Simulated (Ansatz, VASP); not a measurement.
# Two plane-wave programs on Te

```
Te
1.0
     3.39927   -2.24666    0.00000
     3.39927    2.24666    0.00000
     0.00000    0.00000    9.16467
Te
4
Direct
  0.85000 0.15000 0.11700
  0.65000 0.35000 0.61700
  0.15000 0.85000 0.88300
  0.35000 0.65000 0.38300
```

Alike in both runs: task single point; functional r2SCAN; k mesh 6 × 6 × 2; occupations gaussian, width 0.1 eV; no spin polarisation.

|  | VASP | Ansatz |
| --- | --- | --- |
| version | VASP 6.6.1 | Ansatz 0.2.0 |
| potentials or method | VASP PAW PBE potentials, release 64 (Te), cutoff 520 eV | scalar-relativistic, plane waves, PAW |
| valence electrons in the cell | 24 | 64 |

VASP gave:

```
gap on the k mesh at the Fermi level (eV)                     : none
pressure (GPa)                                                : 3.4
traceless stress, the component that is largest in VASP (GPa) : 3.82
rms of the force components (eV/Å)                            : 0.974
```

Question: What did Ansatz give for the same quantities?

Answer: gap on the k mesh at the Fermi level (eV): none; pressure (GPa): 3.4; traceless stress, the component that is largest in VASP (GPa): 3.78; rms of the force components (eV/Å): 0.962.

VASP's potentials were made for PBE, not for r2SCAN. Atom by atom the forces differ by 0.013 eV/Å (rms over components). A gap of «none» marks a metal or a gap that the smearing closes. With one functional, cell and mesh, what is left measures potentials, basis and numerics. VASP's potentials hold 24 valence electrons a cell and Ansatz's 64, so a difference there can come from the potentials and not from the codes.

Neither program's run includes spin-orbit coupling.
